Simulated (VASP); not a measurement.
# Al (R-3m) in VASP: single point with PBEsol+D3(BJ)

Aim: the single point of Al with PBEsol+D3(BJ).

Everything below comes from runs of VASP 6.6.1. Logs are shortened: lines on timing, memory, paths and dates and some standing lists are left out, and cuts for length are marked.

### 1 The cell of the first run

Symmetry: R-3m, No. 166, trigonal system. The conventional cell has a = 2.790 Å, b = 2.790 Å, c = 41.824 Å, α = 90.00°, β = 90.00°, γ = 120.00°. Al (site symmetry 3m) has 12 Al at 2.79 to 2.83 Å within 3.7 Å. Within 3.7 Å of Al (site symmetry 3m) lie 12 Al at 2.79 to 2.83 Å. Al (site symmetry 3m) has 12 Al at 2.79 to 2.83 Å within 3.7 Å.

### 2 Single point, PBEsol+D3(BJ)

INCAR reads:

```
SYSTEM = Al
  PREC = Accurate
  ENCUT = 500
  EDIFF = 1E-6
  ISMEAR = 0
  SIGMA = 0.15
  LREAL = .False.
  LASPH = .True.
  NELM = 120
  ALGO = Normal
  ISIF = 2
  LWAVE = .False.
  LCHARG = .False.
  GGA = PS
  IVDW = 12
  NBANDS = 18
  GGA_COMPAT = .False.
```

KPOINTS reads:

```
Automatic mesh
0
Gamma
  18 18 4
  0 0 0
```

POSCAR reads:

```
Al
1.0
   -2.7899121276      0.0000000000      0.0000000000
   -1.3949560638     -2.4161347768      0.0000000000
   -1.3949560638     -0.8053782589     13.9412785744
Al
6
Direct
    0.6388833333      0.6388833333      0.0833500000
    0.5277722222      0.5277722222      0.4166833333
    0.4166611111      0.4166611111      0.7500166667
    0.0277722222      0.0277722222      0.9166833333
    0.2499944444      0.2499944444      0.2500166667
    0.1388833333      0.1388833333      0.5833500000
```

Potentials or basis: VASP PAW PBE potentials, release 64 (Al).

Launch:

```bash
$ cat potpaw_PBE.64/Al/POTCAR > POTCAR
$ mpirun -np 1 vasp_std > vasp.out
```

OUTCAR:

```text
SYSTEM = Al
   PREC = Accurate
   ENCUT = 500
   EDIFF = 1E-6
   ISMEAR = 0
   LREAL = .False.
   LASPH = .True.
   NELM = 120
   ISIF = 2
   GGA = PS
   IVDW = 12
 IVDW          = 12

 ion  position               nearest neighbor table
   1  0.639  0.639  0.083-   5 2.83   4 2.83   5 2.83   5 2.83   4 2.83   4 2.83
   2  0.528  0.528  0.417-   5 2.83   5 2.83   5 2.83   6 2.83   6 2.83   6 2.83
   3  0.417  0.417  0.750-   4 2.83   4 2.83   4 2.83   6 2.83   6 2.83   6 2.83
   4  0.028  0.028  0.917-   3 2.83   3 2.83   3 2.83   1 2.83   1 2.83   1 2.83
   5  0.250  0.250  0.250-   2 2.83   2 2.83   2 2.83   1 2.83   1 2.83   1 2.83
   6  0.139  0.139  0.583-   3 2.83   3 2.83   2 2.83   2 2.83   2 2.83   3 2.83

  LATTYP: Found a trigonal (rhomboedric) cell.
 ALAT       =    14.0340224045
 COS(alpha) =     0.9802400099

  Lattice vectors:

 A1 = (   1.3949560638,  -0.8053782589,  13.9412785744)
 A2 = (   0.0000000000,   1.6107565179,  13.9412785744)
 A3 = (  -1.3949560638,  -0.8053782589,  13.9412785744)

Analysis of symmetry for initial positions (statically):
=====================================================================
 Subroutine PRICEL returns:
 Original cell was already a primitive cell.

 Routine SETGRP: Setting up the symmetry group for a
 trigonal (rhombohedral) supercell.

 Subroutine GETGRP returns: Found 12 space group operations
 (whereof  6 operations were pure point group operations)
 out of a pool of 12 trial point group operations.

The static configuration has the point symmetry C_3v.
 The point group associated with its full space group is D_3d.

Analysis of symmetry for dynamics (positions and initial velocities):
=====================================================================
 Subroutine PRICEL returns:
 Original cell was already a primitive cell.

 Routine SETGRP: Setting up the symmetry group for a
 trigonal (rhombohedral) supercell.

 Subroutine GETGRP returns: Found 12 space group operations
 (whereof  6 operations were pure point group operations)
 out of a pool of 12 trial point group operations.

The dynamic configuration has the point symmetry C_3v.
 The point group associated with its full space group is D_3d.

 Subroutine INISYM returns: Found 12 space group operations
 (whereof  6 operations are pure point group operations),
 and found     1 'primitive' translations

----------------------------------------------------------------------------------------

                                     Primitive cell

  volume of cell :      93.9754

  direct lattice vectors                    reciprocal lattice vectors
    -2.789912128  0.000000000  0.000000000    -0.358434228  0.206942098 -0.023909811
    -1.394956064 -2.416134777  0.000000000     0.000000000 -0.413884196 -0.023909811
    -1.394956064 -0.805378259 13.941278574     0.000000000  0.000000000  0.071729432

  length of vectors
     2.789912128  2.789912128 14.034022404     0.414574248  0.414574248  0.071729432

  position of ions in fractional coordinates (direct lattice)
     0.638883333  0.638883333  0.083350000
     0.527772222  0.527772222  0.416683333
     0.416661111  0.416661111  0.750016667
     0.027772222  0.027772222  0.916683333
     0.249994444  0.249994444  0.250016667
     0.138883333  0.138883333  0.583350000

  ion indices of the primitive-cell ions
   primitive index   ion index
                 1           1
                 2           2
                 3           3
                 4           4
                 5           5
                 6           6

----------------------------------------------------------------------------------------

 KPOINTS: Automatic mesh

Automatic generation of k-mesh.
 Grid dimensions read from file:
 generate k-points for:   18   18    4

 Generating k-lattice:

  Cartesian coordinates                     Fractional coordinates (reciprocal lattice)
    -0.019913013  0.011496783 -0.001328323     0.055555556  0.000000000 -0.000000000
     0.000000000 -0.022993566 -0.001328323     0.000000000  0.055555556  0.000000000
     0.000000000  0.000000000  0.017932358     0.000000000  0.000000000  0.250000000

  Length of vectors
     0.023031903  0.023031903  0.017932358

  Shift w.r.t. Gamma in fractional coordinates (k-lattice)
     0.000000000  0.000000000  0.000000000

 -----------------------------------------------------------------------------
|                                                                             |
|           W    W    AA    RRRRR   N    N  II  N    N   GGGG   !!!           |
|           W    W   A  A   R    R  NN   N  II  NN   N  G    G  !!!           |
|           W    W  A    A  R    R  N N  N  II  N N  N  G       !!!           |
|           W WW W  AAAAAA  RRRRR   N  N N  II  N  N N  G  GGG   !            |
|           WW  WW  A    A  R   R   N   NN  II  N   NN  G    G                |
|           W    W  A    A  R    R  N    N  II  N    N   GGGG   !!!           |
|                                                                             |
|     Your reciprocal lattice and k-lattice belong to different lattice       |
|     classes:                                                                |
|                                                                             |
|        The reciprocal lattice is rhombohedral (trigonal),                   |
|        whereas your k-lattice is base-centered monoclinic.                  |
|                                                                             |
|     Results are often still useful ...                                      |
|                                                                             |
 -----------------------------------------------------------------------------

 WARNING: IBZKPT: internal override: KBLOWUP is changed to .FALSE.
      ... skipping the blow-up phase ...

 Subroutine IBZKPT returns following result:
 ===========================================

 Found    334 irreducible k-points:

 Following reciprocal coordinates:
            Coordinates               Weight
  0.000000  0.000000  0.000000      1.000000
  0.055556  0.000000  0.000000      4.000000
  0.111111  0.000000  0.000000      4.000000
  0.166667 -0.000000 -0.000000      4.000000
  0.222222  0.000000  0.000000      4.000000
  0.277778 -0.000000 -0.000000      4.000000
[... 16 lines left out ...]
 -0.277778  0.055556  0.000000      4.000000
 -0.222222  0.055556 -0.000000      4.000000
 [... further k-points ...]
   k-points           NKPTS =    334   k-points in BZ     NKDIM =    334   number of bands    NBANDS=     18
   number of dos      NEDOS =    301   number of ions     NIONS =      6
   total plane-waves  NPLWV =  43200
   dimension x,y,z NGX =    20 NGY =   20 NGZ =  108
   dimension x,y,z NGXF=    40 NGYF=   40 NGZF=  216
   ions per type =               6
   NGX,Y,Z   is equivalent  to a cutoff of  11.92, 11.92, 12.79 a.u.
   NGXF,Y,Z  is equivalent  to a cutoff of  23.84, 23.84, 25.59 a.u.
 SYSTEM =  Al
   PREC   = accura    normal or accurate (medium, high low for compatibility)
   ISTART =      0    job   : 0-new  1-cont  2-samecut
   ICHARG =      2    charge: 1-file 2-atom 10-const
   ISPIN  =      1    spin polarized calculation?
   LNONCOLLINEAR =      F non collinear calculations
   LSORBIT =      F    spin-orbit coupling
   LASPH  =      T    aspherical Exc in radial PAW
   ENCUT  =  500.0 eV  36.75 Ry    6.06 a.u.   5.09  5.09 25.59*2*pi/ulx,y,z
   NELM   =    120;   NELMIN=  2; NELMDL= -5     # of ELM steps
   EDIFF  = 0.1E-05   stopping-criterion for ELM
   LREAL  =      F    real-space projection
   EDIFFG = 0.1E-04   stopping-criterion for IOM
   NSW    =      0    number of steps for IOM
   IBRION =     -1    ionic relax: 0-MD 1-quasi-New 2-CG
   NFREE  =      0    steps in history (QN), initial steepest desc. (CG)
   ISIF   =      2    stress and relaxation
   ISYM   =      2    0-nonsym 1-usesym 2-fastsym
   POTIM  = 0.5000    time-step for ionic-motion
   TEBEG  =    0.0;   TEEND  =   0.0 temperature during run
   PSTRESS=    0.0 pullay stress
   NELECT =      18.0000    total number of electrons
   NUPDOWN=      -1.0000    fix difference up-down
   EMIN   =  10.00;   EMAX   =-10.00  energy-range for DOS
   EFERMI =   0.00;   METHOD = LEGACY
   ISMEAR =     0;   SIGMA  =   0.15  broadening in eV -4-tet -1-fermi 0-gaus
   EFERMI_NEDOS =   21; number of points for ismear=-14 and -15
   IALGO  =     38    algorithm
   IMIX   =      4    mixing-type and parameters
     AMIX     =   0.40;   BMIX     =  1.00
     AMIX_MAG =   1.60;   BMIX_MAG =  1.00
  volume/ion in A,a.u.               =      15.66       105.70
  Fermi-wavevector in a.u.,A,eV,Ry     =   0.943686  1.783308 12.116580  0.890544
  Thomas-Fermi vector in A             =   2.071418
   LORBIT       =      0    0 simple, 1 ext, 2 COOP (PROOUT), +10 PAW based schemes
   GGA     = PS    functional components
   LHFCALC =     F    Hartree Fock is set to
   AEXX    =    0.0000 exact exchange contribution
   IVDW    =    12    specifies the selected vdW correction
   LEPSILON=     F    determine dielectric tensor
   LRPA    =     F    only Hartree local field effects (RPA)
 non-spin polarized calculation
 Gauss-broadening in eV      SIGMA  =   0.15
  energy-cutoff  :      500.00
  volume of cell :       93.98
 maximum number of plane-waves:      2408
   NGX = 11   NGY = 11   NGZ = 51

 number of electron      18.0000000 magnetization

 Free energy of the ion-electron system (eV)
  ---------------------------------------------------
  ext. energy  EPLUGINS =         0.00000000
  ---------------------------------------------------
  free energy    TOTEN  =       -24.40131589 eV

  energy without entropy =      -24.37442136  energy(sigma->0) =      -24.38786862

 E-fermi :   8.4839     XC(G=0): -10.4488

 val. band max:        8.4778610044   @ k =  -0.3333   0.2222   0.2500
 cond. band min:       8.4895165388   @ k =  -0.3333   0.3333   0.2500
 fundamental gap:      0.0116555344
 Fermi energy:         8.4838655072

 k-point     1 :       0.0000    0.0000    0.0000
  band No.  band energies     occupation
      1      -2.9934      2.00000
      2      -2.2342      2.00000
      3      -2.2340      2.00000
      4       0.0174      2.00000
      5       0.0193      2.00000
      6       3.5927      2.00000
[... 10 lines left out ...]
     17      20.1891      0.00000
     18      20.1891      0.00000

 k-point     2 :       0.0556    0.0000    0.0000
  band No.  band energies     occupation
      1      -2.9149      2.00000
      2      -2.1841      2.00000
      3      -2.1281      2.00000
      4       0.0399      2.00000
      5       0.1502      2.00000
      6       3.6384      2.00000
[... 10 lines left out ...]
     17      19.7867      0.00000
     18      19.9498      0.00000

 k-point     3 :       0.1111    0.0000    0.0000
  band No.  band energies     occupation
      1      -2.6798      2.00000
      2      -1.9783      2.00000
      3      -1.8664      2.00000
      4       0.2148      2.00000
      5       0.4349      2.00000
      6       3.7994      2.00000
[... 10 lines left out ...]
     17      18.0552      0.00000
     18      19.0107      0.00000

 k-point     4 :       0.1667   -0.0000   -0.0000
  band No.  band energies     occupation
      1      -2.2889      2.00000
      2      -1.6173      2.00000
      3      -1.4500      2.00000
      4       0.5423      2.00000
      5       0.8713      2.00000
      6       4.0973      2.00000
[... 375 lines left out ...]
      4       2.9941      2.00000
      5       3.5224      2.00000
      6       6.3039      2.00000
[... 10 lines left out ...]
     17      13.9242      0.00000
     18      14.7877      0.00000

 k-point    23 :      -0.2778    0.0556    0.0000
  band No.  band energies     occupation
      1      -0.5868      2.00000
      2       0.0487      2.00000
      3       0.2687      2.00000
      4       2.1521      2.00000
      5       2.5824      2.00000
      6       5.6211      2.00000
[... 10 lines left out ...]
     17      14.6488      0.00000
     18      15.4363      0.00000

 k-point    24 :      -0.2222    0.0556   -0.0000
  band No.  band energies     occupation
      1      -1.3587      2.00000
      2      -0.6917      2.00000
      3      -0.5256      2.00000
      4       1.4522      2.00000
      5       1.7782      2.00000
      6       4.9720      2.00000
[... 10 lines left out ...]
     17      15.7088      0.00000
     18      15.8749      0.00000

 [... further k-points ...]

------------------------ aborting loop because EDIFF is reached ----------------------------------------

 Edisp (eV)   -2.00846

 E8    (eV) :    -1.3526

  FORCE on cell =-STRESS in cart. coord.  units (eV):
  Direction    XX          YY          ZZ          XY          YZ          ZX
  --------------------------------------------------------------------------------------
  -------------------------------------------------------------------------------------
  Total       0.34609     0.34609    -0.68416     0.00000    -0.00000     0.00000
  in kB       5.90041     5.90041   -11.66417     0.00000    -0.00000     0.00000
  external pressure =        0.05 kB  Pullay stress =        0.00 kB

 VOLUME and BASIS-vectors are now :
 -----------------------------------------------------------------------------
  energy-cutoff  :      500.00
  volume of cell :       93.98
      direct lattice vectors                 reciprocal lattice vectors
    -2.789912128  0.000000000  0.000000000    -0.358434228  0.206942098 -0.023909811
    -1.394956064 -2.416134777  0.000000000     0.000000000 -0.413884196 -0.023909811
    -1.394956064 -0.805378259 13.941278574     0.000000000  0.000000000  0.071729432

 POSITION                                       TOTAL-FORCE (eV/Angst)
 -----------------------------------------------------------------------------------
     -2.78991     -1.61076      1.16201        -0.000000     -0.000000     -0.041507
     -2.78991     -1.61076      5.80910         0.000000      0.000000      0.012270
     -2.78991     -1.61076     10.45619         0.000000      0.000000      0.035683
     -1.39496     -0.80538     12.77974         0.000000      0.000000      0.041507
     -1.39496     -0.80538      3.48555        -0.000000     -0.000000     -0.035683
     -1.39496     -0.80538      8.13264        -0.000000     -0.000000     -0.012270
 -----------------------------------------------------------------------------------
    total drift:                                0.000001      0.000001      0.000001

  FREE ENERGIE OF THE ION-ELECTRON SYSTEM (eV)
  ---------------------------------------------------
  free  energy   TOTEN  =       -26.4097765061 eV

  energy  without entropy=      -26.3828819688  energy(sigma->0) =      -26.39632924
```

Run time: 4.8 min. Hardware: 1 thread of Intel Xeon Platinum 8375C at 2.90GHz (Ice Lake), shared host; peak memory 0.48 GiB.

What came out:

- Free energy: -26.4098 eV
- Pressure: 0.0 GPa
- Largest force: 0.042 eV/Å
- Band gap on the k mesh: zero (bands 9 and 10 overlap by 5.56 eV)
- Dispersion energy per atom: -0.335 eV

Forces on the atoms (eV/Å):
```
Al   0.000  0.000 -0.042
Al   0.000  0.000  0.012
Al   0.000  0.000  0.036
Al   0.000  0.000  0.042
Al   0.000  0.000 -0.036
Al   0.000  0.000 -0.012
```

Stress tensor (GPa, compression positive):
```
 0.59  0.00  0.00
 0.00  0.59  0.00
 0.00  0.00 -1.17
```

Caveat: the PAW data sets were made with another functional, which shifts forces and pressure a little.
